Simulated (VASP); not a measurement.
Wanted: the native input for a VASP 6.6.1 run.

* Task: single point
* Functional: r2SCAN
* Potentials or basis: VASP PAW PBE potentials, release 64 (K_sv, F)
* Cutoff: 520 eV
* k mesh: 8 × 8 × 8
* Occupations: gaussian, width 0.05 eV
* Spin: no spin polarisation
* Dipole correction: no
* Further INCAR settings: ALGO = Normal; EDIFF = 1e-06; NBANDS = 15

KF:

```
CELL_PARAMETERS angstrom
0.00000 2.67350 2.67350
2.67350 0.00000 2.67350
2.67350 2.67350 0.00000
ATOMIC_POSITIONS crystal
K 0.98597 0.01403 0.01403
F 0.50000 0.50000 0.50000
```

This cell differs from its parent crystal: all K atoms moved +0.075 Å, as atom 1 along Cartesian [1 0 0].

One way to write it, as run:

POSCAR

```
KF
1.0
    0.0000000000      2.6735000000      2.6735000000
    2.6735000000      0.0000000000      2.6735000000
    2.6735000000      2.6735000000      0.0000000000
K F
1 1
Direct
   -0.0140265569      0.0140265569      0.0140265569
    0.5000000000      0.5000000000      0.5000000000
```

INCAR.step1

```
SYSTEM = KF
PREC = Accurate
ENCUT = 520
ISMEAR = 0
SIGMA = 0.05
LREAL = .FALSE.
LASPH = .TRUE.
NELM = 100
NBANDS = 15
GGA = PE
ALGO = Normal
EDIFF = 1E-4
LWAVE = .TRUE.
LCHARG = .FALSE.
```

INCAR.step2

```
SYSTEM = KF
PREC = Accurate
ENCUT = 520
EDIFF = 1E-6
ISMEAR = 0
SIGMA = 0.05
LREAL = .FALSE.
LASPH = .TRUE.
NELM = 100
ALGO = Normal
ISIF = 2
LWAVE = .FALSE.
LCHARG = .TRUE.
METAGGA = R2SCAN
LMIXTAU = .TRUE.
LELF = .TRUE.
LVHAR = .TRUE.
NBANDS = 15
ISTART = 1
```

KPOINTS

```
regular mesh
0
G
  8 8 8
  0 0 0
```

Potentials or basis: VASP PAW PBE potentials, release 64 (K_sv, F).

Launch:

```bash
$ cat potpaw_PBE.64/K_sv/POTCAR potpaw_PBE.64/F/POTCAR > POTCAR
$ cp INCAR.step1 INCAR
$ mpirun -np 1 vasp_std > vasp.out
$ cp INCAR.step2 INCAR
$ mpirun -np 1 vasp_std > vasp.out
```

Results of the run:

```yaml
Pressure: -0.5 GPa
Largest_force: 0.130 eV/Å
Band_gap_on_the_k_mesh: 6.82 eV
```

Caveat: the cell differs from its parent crystal (all K atoms moved +0.075 Å, as atom 1 along Cartesian [1 0 0]); the PAW data sets were made with another functional, which shifts forces and pressure a little.

It took 95 s on 1 thread of Intel(R) Xeon(R) Platinum 8488C (Sapphire Rapids) (shared host), peak memory 0.18 GiB.
